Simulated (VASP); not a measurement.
# Rb (Fm-3m) in VASP: further runs, part 2 of 2

VASP 6.6.1. Earlier steps stand in the parts before.

## (3) Relaxation of cell and atoms, PBE, target pressure 0.43 GPa, at which the enthalpy is minimised

File INCAR:

```
SYSTEM = Rb
ALGO = Normal
EDIFF = 1E-6
EDIFFG = -0.005
ENCUT = 600
GGA = PE
IBRION = 2
ISIF = 3
ISMEAR = -1
LASPH = .TRUE.
LCHARG = .FALSE.
LREAL = .FALSE.
LWAVE = .FALSE.
NELM = 80
NSW = 60
PREC = Accurate
PSTRESS = 4.3
SIGMA = 0.08
```

File KPOINTS:

```
k-points
0
G
  10 10 10
  0 0 0
```

File POSCAR:

```
Rb
1.0
    0.0000000000      3.4330135127      3.4330135127
    3.4330135127      0.0000000000      3.4330135127
    3.4330135127      3.4330135127      0.0000000000
Rb
1
Direct
    0.0000000000      0.0000000000      0.0000000000
```

Potentials or basis: VASP PAW PBE potentials, release 64 (Rb_sv).

Launch:

```console
cat potpaw_PBE.64/Rb_sv/POTCAR > POTCAR
mpirun -np 1 vasp_std > vasp.out
```

OUTCAR:

```text
SYSTEM = Rb
   EDIFF = 1E-6
   EDIFFG = -0.005
   ENCUT = 600
   GGA = PE
   IBRION = 2
   ISIF = 3
   ISMEAR = -1
   LASPH = .TRUE.
   LREAL = .FALSE.
   NELM = 80
   NSW = 60
   PREC = Accurate
   PSTRESS = 4.3

 ion  position               nearest neighbor table
   1  0.000  0.000  0.000-

  LATTYP: Found a face centered cubic cell.
 ALAT       =     6.8660270254

  Lattice vectors:

 A1 = (   0.0000000000,   3.4330135127,   3.4330135127)
 A2 = (   3.4330135127,   0.0000000000,   3.4330135127)
 A3 = (   3.4330135127,   3.4330135127,   0.0000000000)

Analysis of symmetry for initial positions (statically):
=====================================================================
 Subroutine PRICEL returns:
 Original cell was already a primitive cell.

 Routine SETGRP: Setting up the symmetry group for a
 face centered cubic supercell.

 Subroutine GETGRP returns: Found 48 space group operations
 (whereof 48 operations were pure point group operations)
 out of a pool of 48 trial point group operations.

The static configuration has the point symmetry O_h .

Analysis of symmetry for dynamics (positions and initial velocities):
=====================================================================
 Subroutine PRICEL returns:
 Original cell was already a primitive cell.

 Routine SETGRP: Setting up the symmetry group for a
 face centered cubic supercell.

 Subroutine GETGRP returns: Found 48 space group operations
 (whereof 48 operations were pure point group operations)
 out of a pool of 48 trial point group operations.

The dynamic configuration has the point symmetry O_h .

 Subroutine INISYM returns: Found 48 space group operations
 (whereof 48 operations are pure point group operations),
 and found     1 'primitive' translations

----------------------------------------------------------------------------------------

                                     Primitive cell

  volume of cell :      80.9201

  direct lattice vectors                    reciprocal lattice vectors
     0.000000000  3.433013513  3.433013513    -0.145644635  0.145644635  0.145644635
     3.433013513  0.000000000  3.433013513     0.145644635 -0.145644635  0.145644635
     3.433013513  3.433013513  0.000000000     0.145644635  0.145644635 -0.145644635

  length of vectors
     4.855014269  4.855014269  4.855014269     0.252263908  0.252263908  0.252263908

  position of ions in fractional coordinates (direct lattice)
     0.000000000  0.000000000  0.000000000

  ion indices of the primitive-cell ions
   primitive index   ion index
                 1           1

----------------------------------------------------------------------------------------

 KPOINTS: k-points

Automatic generation of k-mesh.
 Grid dimensions read from file:
 generate k-points for:   10   10   10

 Generating k-lattice:

  Cartesian coordinates                     Fractional coordinates (reciprocal lattice)
    -0.014564463  0.014564463  0.014564463     0.100000000  0.000000000  0.000000000
     0.014564463 -0.014564463  0.014564463     0.000000000  0.100000000  0.000000000
     0.014564463  0.014564463 -0.014564463     0.000000000  0.000000000  0.100000000

  Length of vectors
     0.025226391  0.025226391  0.025226391

  Shift w.r.t. Gamma in fractional coordinates (k-lattice)
     0.000000000  0.000000000  0.000000000

 Subroutine IBZKPT returns following result:
 ===========================================

 Found     47 irreducible k-points:

 Following reciprocal coordinates:
            Coordinates               Weight
  0.000000  0.000000  0.000000      1.000000
  0.100000  0.000000  0.000000      8.000000
  0.200000  0.000000  0.000000      8.000000
  0.300000  0.000000  0.000000      8.000000
  0.400000  0.000000  0.000000      8.000000
  0.500000  0.000000  0.000000      4.000000
[... 16 lines left out ...]
  0.300000  0.300000  0.000000      6.000000
  0.400000  0.300000  0.000000     24.000000
 [... further k-points ...]
   k-points           NKPTS =     47   k-points in BZ     NKDIM =     47   number of bands    NBANDS=      8
   number of dos      NEDOS =    301   number of ions     NIONS =      1
   total plane-waves  NPLWV =  64000
   dimension x,y,z NGX =    40 NGY =   40 NGZ =   40
   dimension x,y,z NGXF=    80 NGYF=   80 NGZF=   80
   ions per type =               1
   NGX,Y,Z   is equivalent  to a cutoff of  13.70, 13.70, 13.70 a.u.
   NGXF,Y,Z  is equivalent  to a cutoff of  27.39, 27.39, 27.39 a.u.
 SYSTEM =  Rb
   PREC   = accura    normal or accurate (medium, high low for compatibility)
   ISTART =      0    job   : 0-new  1-cont  2-samecut
   ICHARG =      2    charge: 1-file 2-atom 10-const
   ISPIN  =      1    spin polarized calculation?
   LNONCOLLINEAR =      F non collinear calculations
   LSORBIT =      F    spin-orbit coupling
   LASPH  =      T    aspherical Exc in radial PAW
   ENCUT  =  600.0 eV  44.10 Ry    6.64 a.u.   9.70  9.70  9.70*2*pi/ulx,y,z
   NELM   =     80;   NELMIN=  2; NELMDL= -5     # of ELM steps
   EDIFF  = 0.1E-05   stopping-criterion for ELM
   LREAL  =      F    real-space projection
   EDIFFG = -.5E-02   stopping-criterion for IOM
   NSW    =     60    number of steps for IOM
   IBRION =      2    ionic relax: 0-MD 1-quasi-New 2-CG
   NFREE  =      1    steps in history (QN), initial steepest desc. (CG)
   ISIF   =      3    stress and relaxation
   ISYM   =      2    0-nonsym 1-usesym 2-fastsym
   POTIM  = 0.5000    time-step for ionic-motion
   TEBEG  =    0.0;   TEEND  =   0.0 temperature during run
   PSTRESS=    4.3 pullay stress
   NELECT =       9.0000    total number of electrons
   NUPDOWN=      -1.0000    fix difference up-down
   EMIN   =  10.00;   EMAX   =-10.00  energy-range for DOS
   EFERMI =   0.00;   METHOD = LEGACY
   ISMEAR =    -1;   SIGMA  =   0.08  broadening in eV -4-tet -1-fermi 0-gaus
   EFERMI_NEDOS =   21; number of points for ismear=-14 and -15
   IALGO  =     38    algorithm
   IMIX   =      4    mixing-type and parameters
     AMIX     =   0.40;   BMIX     =  1.00
     AMIX_MAG =   1.60;   BMIX_MAG =  1.00
  volume/ion in A,a.u.               =      80.92       546.08
  Fermi-wavevector in a.u.,A,eV,Ry     =   0.787294  1.487770  8.433320  0.619832
  Thomas-Fermi vector in A             =   1.892005
   LORBIT       =      0    0 simple, 1 ext, 2 COOP (PROOUT), +10 PAW based schemes
   GGA     = PE    functional components
   LHFCALC =     F    Hartree Fock is set to
   AEXX    =    0.0000 exact exchange contribution
   IVDW    =     0    specifies the selected vdW correction
   LEPSILON=     F    determine dielectric tensor
   LRPA    =     F    only Hartree local field effects (RPA)
 conjugate gradient relaxation of ions
 non-spin polarized calculation
  energy-cutoff  :      600.00
  volume of cell :       80.92
 maximum number of plane-waves:      2733
   NGX = 19   NGY = 19   NGZ = 19

 number of electron       9.0000000 magnetization

 Free energy of the ion-electron system (eV)
  ---------------------------------------------------
  ext. energy  EPLUGINS =         0.00000000
  ---------------------------------------------------
  free energy    TOTEN  =        -0.93353741 eV

  energy without entropy =       -0.91456256  energy(sigma->0) =       -0.92404998

 E-fermi :   0.2777     XC(G=0):  -5.7567

 val. band max:        0.2624856116   @ k =   0.5000   0.3000   0.1000
 cond. band min:       0.3437129462   @ k =   0.4000   0.4000   0.0000
 fundamental gap:      0.0812273346
 Fermi energy:         0.2777468733

 k-point     1 :       0.0000    0.0000    0.0000
  band No.  band energies     occupation
      1     -28.5522      2.00000
      2     -12.5813      2.00000
      3     -12.5813      2.00000
      4     -12.5813      2.00000
      5      -1.8396      2.00000
      6       3.9849      0.00000
      7       3.9849      0.00000
      8       3.9849      0.00000
[... 243 lines left out ...]
 k-point    24 :       0.4000    0.3000    0.0000
  band No.  band energies     occupation
      1     -28.5450      2.00000
      2     -12.6892      2.00000
      3     -12.6249      2.00000
      4     -12.6205      2.00000
      5       0.0018      1.93840
      6       2.2550      0.00000
      7       2.6066      0.00000
      8       4.5775      0.00000

 [... further k-points ...]
[... 5 lines left out ...]
  --------------------------------------------------------------------------------------
  -------------------------------------------------------------------------------------
  Total        0.2168895      0.2168895      0.2168895      0.0000000     -0.0000000     -0.0000000
  in kB        4.2943028      4.2943028      4.2943028      0.0000000     -0.0000000     -0.0000000
  external PRESSURE =      -0.0056972 kB  Pullay stress =       4.3000000 kB

 VOLUME and BASIS-vectors are now :
 -----------------------------------------------------------------------------
  energy-cutoff  :      600.00
  volume of cell :       80.92
      direct lattice vectors                 reciprocal lattice vectors
     0.000000000  3.433013513  3.433013513    -0.145644635  0.145644635  0.145644635
     3.433013513  0.000000000  3.433013513     0.145644635 -0.145644635  0.145644635
     3.433013513  3.433013513  0.000000000     0.145644635  0.145644635 -0.145644635

 POSITION                                       TOTAL-FORCE (eV/Angst)
 -----------------------------------------------------------------------------------
      0.00000      0.00000      0.00000         0.000000      0.000000      0.000000
 -----------------------------------------------------------------------------------
    total drift:                               -0.000000     -0.000000     -0.000000

  FREE ENERGIE OF THE ION-ELECTRON SYSTEM (eV)
  ---------------------------------------------------
  free  energy   TOTEN  =        -0.9335374075 eV

  energy  without entropy=       -0.9145625595  energy(sigma->0) =       -0.92404998

  enthalpy is  TOTEN    =        -0.7163601186 eV   P V=        0.2171772889

 reached required accuracy - stopping structural energy minimisation
```

OSZICAR:

```text
N       E                     dE             d eps       ncg     rms          rms(c)
DAV:   1     0.483469912970E+02    0.48347E+02   -0.36957E+03   752   0.924E+02
DAV:   2     0.168930691748E+01   -0.46658E+02   -0.45933E+02   848   0.147E+02
DAV:   3    -0.847831223880E+00   -0.25371E+01   -0.25308E+01   960   0.403E+01
DAV:   4    -0.932444169400E+00   -0.84613E-01   -0.84420E-01  1240   0.555E+00
DAV:   5    -0.933010719006E+00   -0.56655E-03   -0.56642E-03  1096   0.391E-01    0.144E+00
DAV:   6    -0.932896131704E+00    0.11459E-03   -0.21561E-03  1152   0.310E-01    0.879E-01
DAV:   7    -0.933447605851E+00   -0.55147E-03   -0.38118E-03   944   0.425E-01    0.527E-02
DAV:   8    -0.933528208422E+00   -0.80603E-04   -0.14948E-04   936   0.121E-01    0.144E-02
DAV:   9    -0.933537842550E+00   -0.96341E-05   -0.90401E-06  1232   0.287E-02    0.511E-03
DAV:  10    -0.933537407484E+00    0.43507E-06   -0.39174E-06  1000   0.133E-02
   1 F= -.71636012E+00 E0= -.70687269E+00  d E =-.716360E+00
```

CONTCAR:

```text
Rb
   1.00000000000000
     0.0000000000000000    3.4330135127000001    3.4330135127000001
     3.4330135127000001    0.0000000000000000    3.4330135127000001
     3.4330135127000001    3.4330135127000001    0.0000000000000000
  Rb
     1
Direct
     0.0000000000000000    0.0000000000000000    0.0000000000000000

  0.00000000E+00  0.00000000E+00  0.00000000E+00
```

Run time: 11 s. Hardware: 1 thread of Intel Xeon 6975P-C (Granite Rapids), shared host; peak memory 0.24 GiB.

What came out:

| Property | Result |
| --- | --- |
| Free energy | -0.9335 eV |
| Pressure after relaxing | 0.4 GPa |
| Band gap on the k mesh | zero (an odd number of electrons rules out a gap without spin polarisation) |

Final structure:
```yaml
crystal:
  lattice:
    - [0.00000, 3.43301, 3.43301]
    - [3.43301, 0.00000, 3.43301]
    - [3.43301, 3.43301, 0.00000]
  atoms:
    - { symbol: Rb, position: [0.00000, 0.00000, 0.00000] }
```

Levels at points of the mesh, in eV from the Fermi level:
| k point | band 3 | band 4 | band 5 | band 6 | band 7 | band 8 |
| --- | --- | --- | --- | --- | --- | --- |
| (0.00, 0.00, 0.00) | -12.86 | -12.86 | -2.12 | 3.71 | 3.71 | 3.71 |
| (0.50, 0.00, 0.00) | -12.88 | -12.88 | 0.13 | 0.75 | 3.48 | 3.48 |
| (0.50, 0.50, 0.00) | -12.91 | -12.91 | 0.58 | 1.59 | 1.79 | 4.90 |

Caveat: the relaxation stopped at its first step, so nothing moved; the cell is relaxed towards a set pressure, so the run minimises the enthalpy, not the energy.

## (4) Relaxation of cell and atoms, PBE, target pressure 0.43 GPa, at which the enthalpy is minimised

File INCAR:

```
PREC = Accurate ; ENCUT = 600
EDIFF = 1E-7 ; ISMEAR = -1
SIGMA = 0.08 ; LREAL = F
LASPH = T ; NELM = 100
ALGO = Normal ; ISIF = 3
LWAVE = F ; LCHARG = F
GGA = PE ; IBRION = 2
NSW = 32 ; EDIFFG = -0.005
PSTRESS = 4.3
```

File KPOINTS:

```
Automatic mesh
0
Gamma
  10 10 10
```

POSCAR is that of step 3.

Launch:

```console
cat potpaw_PBE.64/Rb_sv/POTCAR > POTCAR
mpirun -np 1 vasp_std > vasp.out
```

Run time: 12 s. Hardware: 1 thread of Intel Xeon 6975P-C (Granite Rapids), shared host; peak memory 0.24 GiB.

Results (log left out):

| Item | Value |
| --- | --- |
| Free energy | -0.9335 eV |
| Pressure after relaxing | 0.4 GPa |
| Band gap on the k mesh | zero (an odd number of electrons rules out a gap without spin polarisation) |

Final structure:
```
Rb
1.0
     0.00000    3.43301    3.43301
     3.43301    0.00000    3.43301
     3.43301    3.43301    0.00000
Rb
1
Direct
  0.00000 0.00000 0.00000
```

Levels at points of the mesh, in eV from the Fermi level:
```tsv
k point	band 3	band 4	band 5	band 6	band 7	band 8
(0.00, 0.00, 0.00)	-12.86	-12.86	-2.12	3.71	3.71	3.71
(0.50, 0.00, 0.00)	-12.88	-12.88	0.13	0.75	3.48	3.48
(0.50, 0.50, 0.00)	-12.91	-12.91	0.58	1.59	1.79	4.90
```

Caveat: the relaxation stopped at its first step, so nothing moved; the cell is relaxed towards a set pressure, so the run minimises the enthalpy, not the energy.
